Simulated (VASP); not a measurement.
# AlN (t.b) (F-43m) in VASP: single point with PBE

Aim: the single point of AlN (t.b) with PBE.

All numbers are computed with VASP 6.6.1; they aren't measurements. Logs are shortened: lines on timing, memory, paths and dates and some standing lists are left out, and cuts for length are marked.

### 1 The cell of the first run

The structure is cubic, space group F-43m (No. 216). Conventional cell: a = 4.403 Å, b = 4.403 Å, c = 4.403 Å, α = 90.00°, β = 90.00°, γ = 90.00°. Al (site symmetry -43m) has 4 N at 1.91 Å within 2.5 Å. Within 2.5 Å of N (site symmetry -43m) lie 4 Al at 1.91 Å.

### 2 Single point, PBE

The input, INCAR:

```
SYSTEM = AlN
PREC = Accurate
ENCUT = 600
EDIFF = 1E-6
ISMEAR = 0
SIGMA = 0.02
LREAL = .False.
LASPH = .True.
NELM = 120
ALGO = Normal
ISIF = 2
LWAVE = .False.
LCHARG = .False.
GGA = PE
NBANDS = 11
GGA_COMPAT = .False.
```

The input, KPOINTS:

```
Automatic mesh
0
Gamma
  10 10 10
  0 0 0
```

The input, POSCAR:

```
AlN
1.0
    0.0000000000      2.2012621116      2.2012621116
    2.2012621116      0.0000000000      2.2012621116
    2.2012621116      2.2012621116      0.0000000000
Al N
1 1
Direct
    0.0000000000      0.0000000000      0.0000000000
    0.2500000000      0.2500000000      0.2500000000
```

Potentials or basis: VASP PAW PBE potentials, release 64 (Al, N).

Started as:

```bash
$ cat potpaw_PBE.64/Al/POTCAR potpaw_PBE.64/N/POTCAR > POTCAR
$ mpirun -np 1 vasp_std > vasp.out
```

OUTCAR:

```text
SYSTEM = AlN
   PREC = Accurate
   ENCUT = 600
   EDIFF = 1E-6
   ISMEAR = 0
   LREAL = .False.
   LASPH = .True.
   NELM = 120
   ISIF = 2
   GGA = PE

 ion  position               nearest neighbor table
   1  0.000  0.000  0.000-   2 1.91   2 1.91   2 1.91   2 1.91
   2  0.250  0.250  0.250-   1 1.91   1 1.91   1 1.91   1 1.91

  LATTYP: Found a face centered cubic cell.
 ALAT       =     4.4025242232

  Lattice vectors:

 A1 = (   0.0000000000,   2.2012621116,   2.2012621116)
 A2 = (   2.2012621116,   0.0000000000,   2.2012621116)
 A3 = (   2.2012621116,   2.2012621116,   0.0000000000)

Analysis of symmetry for initial positions (statically):
=====================================================================
 Subroutine PRICEL returns:
 Original cell was already a primitive cell.

 Routine SETGRP: Setting up the symmetry group for a
 face centered cubic supercell.

 Subroutine GETGRP returns: Found 24 space group operations
 (whereof 24 operations were pure point group operations)
 out of a pool of 48 trial point group operations.

The static configuration has the point symmetry T_d .

Analysis of symmetry for dynamics (positions and initial velocities):
=====================================================================
 Subroutine PRICEL returns:
 Original cell was already a primitive cell.

 Routine SETGRP: Setting up the symmetry group for a
 face centered cubic supercell.

 Subroutine GETGRP returns: Found 24 space group operations
 (whereof 24 operations were pure point group operations)
 out of a pool of 48 trial point group operations.

The dynamic configuration has the point symmetry T_d .

 Subroutine INISYM returns: Found 24 space group operations
 (whereof 24 operations are pure point group operations),
 and found     1 'primitive' translations

----------------------------------------------------------------------------------------

                                     Primitive cell

  volume of cell :      21.3327

  direct lattice vectors                    reciprocal lattice vectors
     0.000000000  2.201262112  2.201262112    -0.227142419  0.227142419  0.227142419
     2.201262112  0.000000000  2.201262112     0.227142419 -0.227142419  0.227142419
     2.201262112  2.201262112  0.000000000     0.227142419  0.227142419 -0.227142419

  length of vectors
     3.113054733  3.113054733  3.113054733     0.393422210  0.393422210  0.393422210

  position of ions in fractional coordinates (direct lattice)
     0.000000000  0.000000000  0.000000000
     0.250000000  0.250000000  0.250000000

  ion indices of the primitive-cell ions
   primitive index   ion index
                 1           1
                 2           2

----------------------------------------------------------------------------------------

 KPOINTS: Automatic mesh

Automatic generation of k-mesh.
 Grid dimensions read from file:
 generate k-points for:   10   10   10

 Generating k-lattice:

  Cartesian coordinates                     Fractional coordinates (reciprocal lattice)
    -0.022714242  0.022714242  0.022714242     0.100000000  0.000000000  0.000000000
     0.022714242 -0.022714242  0.022714242     0.000000000  0.100000000  0.000000000
     0.022714242  0.022714242 -0.022714242     0.000000000  0.000000000  0.100000000

  Length of vectors
     0.039342221  0.039342221  0.039342221

  Shift w.r.t. Gamma in fractional coordinates (k-lattice)
     0.000000000  0.000000000  0.000000000

 Subroutine IBZKPT returns following result:
 ===========================================

 Found     47 irreducible k-points:

 Following reciprocal coordinates:
            Coordinates               Weight
  0.000000  0.000000  0.000000      1.000000
  0.100000  0.000000  0.000000      8.000000
  0.200000  0.000000  0.000000      8.000000
  0.300000  0.000000  0.000000      8.000000
  0.400000  0.000000  0.000000      8.000000
  0.500000  0.000000  0.000000      4.000000
[... 16 lines left out ...]
  0.300000  0.300000  0.000000      6.000000
  0.400000  0.300000  0.000000     24.000000
 [... further k-points ...]
   k-points           NKPTS =     47   k-points in BZ     NKDIM =     47   number of bands    NBANDS=     11
   number of dos      NEDOS =    301   number of ions     NIONS =      2
   total plane-waves  NPLWV =  21952
   dimension x,y,z NGX =    28 NGY =   28 NGZ =   28
   dimension x,y,z NGXF=    56 NGYF=   56 NGZF=   56
   ions per type =               1   1
   NGX,Y,Z   is equivalent  to a cutoff of  14.95, 14.95, 14.95 a.u.
   NGXF,Y,Z  is equivalent  to a cutoff of  29.91, 29.91, 29.91 a.u.
 SYSTEM =  AlN
   PREC   = accura    normal or accurate (medium, high low for compatibility)
   ISTART =      0    job   : 0-new  1-cont  2-samecut
   ICHARG =      2    charge: 1-file 2-atom 10-const
   ISPIN  =      1    spin polarized calculation?
   LNONCOLLINEAR =      F non collinear calculations
   LSORBIT =      F    spin-orbit coupling
   LASPH  =      T    aspherical Exc in radial PAW
   ENCUT  =  600.0 eV  44.10 Ry    6.64 a.u.   6.22  6.22  6.22*2*pi/ulx,y,z
   NELM   =    120;   NELMIN=  2; NELMDL= -5     # of ELM steps
   EDIFF  = 0.1E-05   stopping-criterion for ELM
   LREAL  =      F    real-space projection
   EDIFFG = 0.1E-04   stopping-criterion for IOM
   NSW    =      0    number of steps for IOM
   IBRION =     -1    ionic relax: 0-MD 1-quasi-New 2-CG
   NFREE  =      0    steps in history (QN), initial steepest desc. (CG)
   ISIF   =      2    stress and relaxation
   ISYM   =      2    0-nonsym 1-usesym 2-fastsym
   POTIM  = 0.5000    time-step for ionic-motion
   TEBEG  =    0.0;   TEEND  =   0.0 temperature during run
   PSTRESS=    0.0 pullay stress
   NELECT =       8.0000    total number of electrons
   NUPDOWN=      -1.0000    fix difference up-down
   EMIN   =  10.00;   EMAX   =-10.00  energy-range for DOS
   EFERMI =   0.00;   METHOD = LEGACY
   ISMEAR =     0;   SIGMA  =   0.02  broadening in eV -4-tet -1-fermi 0-gaus
   EFERMI_NEDOS =   21; number of points for ismear=-14 and -15
   IALGO  =     38    algorithm
   IMIX   =      4    mixing-type and parameters
     AMIX     =   0.40;   BMIX     =  1.00
     AMIX_MAG =   1.60;   BMIX_MAG =  1.00
  volume/ion in A,a.u.               =      10.67        71.98
  Fermi-wavevector in a.u.,A,eV,Ry     =   1.180565  2.230944 18.962884  1.393733
  Thomas-Fermi vector in A             =   2.316855
   LORBIT       =      0    0 simple, 1 ext, 2 COOP (PROOUT), +10 PAW based schemes
   GGA     = PE    functional components
   LHFCALC =     F    Hartree Fock is set to
   AEXX    =    0.0000 exact exchange contribution
   IVDW    =     0    specifies the selected vdW correction
   LEPSILON=     F    determine dielectric tensor
   LRPA    =     F    only Hartree local field effects (RPA)
 non-spin polarized calculation
 Gauss-broadening in eV      SIGMA  =   0.02
  energy-cutoff  :      600.00
  volume of cell :       21.33
 maximum number of plane-waves:       728
 NGX is ok and might be reduce to    28
   NGX = 13   NGY = 13   NGZ = 13

 number of electron       8.0000000 magnetization

 Free energy of the ion-electron system (eV)
  ---------------------------------------------------
  ext. energy  EPLUGINS =         0.00000000
  ---------------------------------------------------
  free energy    TOTEN  =       -14.84893361 eV

  energy without entropy =      -14.84893361  energy(sigma->0) =      -14.84893361

 E-fermi :   5.9343     XC(G=0): -10.8312

 val. band max:        5.7490325042   @ k =   0.0000   0.0000   0.0000
 cond. band min:       9.0543791171   @ k =   0.5000   0.5000   0.0000
 fundamental gap:      3.3053466130
 Fermi energy:         5.9342889578

 k-point     1 :       0.0000    0.0000    0.0000
  band No.  band energies     occupation
      1      -9.0968      2.00000
      2       5.7490      2.00000
      3       5.7490      2.00000
      4       5.7490      2.00000
      5       9.7374      0.00000
      6      18.0771      0.00000
      7      18.0771      0.00000
      8      18.0771      0.00000
      9      23.2490      0.00000
     10      23.2490      0.00000
     11      24.6053      0.00000

 k-point     2 :       0.1000    0.0000    0.0000
  band No.  band energies     occupation
      1      -8.9544      2.00000
      2       4.9380      2.00000
      3       5.6977      2.00000
      4       5.6977      2.00000
      5      10.4046      0.00000
      6      17.6898      0.00000
      7      18.2081      0.00000
      8      18.2081      0.00000
      9      22.0108      0.00000
     10      22.0108      0.00000
     11      23.8277      0.00000

 k-point     3 :       0.2000    0.0000    0.0000
  band No.  band energies     occupation
      1      -8.5499      2.00000
      2       3.3532      2.00000
      3       5.5697      2.00000
      4       5.5697      2.00000
      5      11.5297      0.00000
      6      16.8974      0.00000
      7      18.1574      0.00000
      8      18.1574      0.00000
      9      21.4707      0.00000
     10      21.4707      0.00000
     11      22.9514      0.00000

 k-point     4 :       0.3000    0.0000    0.0000
  band No.  band energies     occupation
      1      -7.9640      2.00000
      2       1.7397      2.00000
      3       5.4230      2.00000
      4       5.4230      2.00000
      5      12.3706      0.00000
      6      16.1583      0.00000
      7      17.5366      0.00000
      8      17.5366      0.00000
      9      22.4818      0.00000
     10      22.4818      0.00000
     11      22.7335      0.00000
[... 239 lines left out ...]
 k-point    22 :      -0.2000    0.2000    0.0000
  band No.  band energies     occupation
      1      -7.7716      2.00000
      2       2.0336      2.00000
      3       4.0844      2.00000
      4       5.4942      2.00000
      5      13.1311      0.00000
      6      15.5274      0.00000
      7      16.9309      0.00000
      8      18.0760      0.00000
      9      20.5270      0.00000
     10      23.8966      0.00000
     11      26.8298      0.00000

 k-point    23 :       0.3000    0.3000    0.0000
  band No.  band energies     occupation
      1      -7.5996      2.00000
      2       2.2648      2.00000
      3       4.5275      2.00000
      4       4.5275      2.00000
      5      11.0027      0.00000
      6      15.2839      0.00000
      7      17.3849      0.00000
      8      19.9827      0.00000
      9      19.9827      0.00000
     10      25.9008      0.00000
     11      29.1187      0.00000

 k-point    24 :       0.4000    0.3000    0.0000
  band No.  band energies     occupation
      1      -7.1536      2.00000
      2       1.6480      2.00000
      3       4.0727      2.00000
      4       4.3658      2.00000
      5      10.6120      0.00000
      6      15.1241      0.00000
      7      17.7243      0.00000
      8      20.0788      0.00000
      9      20.5706      0.00000
     10      26.7917      0.00000
     11      28.9054      0.00000

 [... further k-points ...]
[... 5 lines left out ...]
  --------------------------------------------------------------------------------------
  -------------------------------------------------------------------------------------
  Total       -0.0431129     -0.0431129     -0.0431129      0.0000000      0.0000000     -0.0000000
  in kB       -3.2379694     -3.2379694     -3.2379694      0.0000000      0.0000000     -0.0000000
  external PRESSURE =      -3.2379694 kB  Pullay stress =       0.0000000 kB

 VOLUME and BASIS-vectors are now :
 -----------------------------------------------------------------------------
  energy-cutoff  :      600.00
  volume of cell :       21.33
      direct lattice vectors                 reciprocal lattice vectors
     0.000000000  2.201262112  2.201262112    -0.227142419  0.227142419  0.227142419
     2.201262112  0.000000000  2.201262112     0.227142419 -0.227142419  0.227142419
     2.201262112  2.201262112  0.000000000     0.227142419  0.227142419 -0.227142419

 POSITION                                       TOTAL-FORCE (eV/Angst)
 -----------------------------------------------------------------------------------
      0.00000      0.00000      0.00000         0.000000      0.000000      0.000000
      1.10063      1.10063      1.10063        -0.000000     -0.000000     -0.000000
 -----------------------------------------------------------------------------------
    total drift:                                0.000000      0.000000      0.000000

  FREE ENERGIE OF THE ION-ELECTRON SYSTEM (eV)
  ---------------------------------------------------
  free  energy   TOTEN  =       -14.8489336147 eV

  energy  without entropy=      -14.8489336147  energy(sigma->0) =      -14.84893361
```

It took 18 s on 1 thread of Intel Xeon Platinum 8488C (Sapphire Rapids), shared host; peak memory 0.15 GiB.

What came out:

```
Free energy            : -14.8489 eV
Pressure               : -0.3 GPa
Band gap on the k mesh : 3.31 eV, indirect (least direct gap 3.99 eV)
```

A k mesh can miss the band edges. As with any semilocal functional, this PBE gap is likely too small.
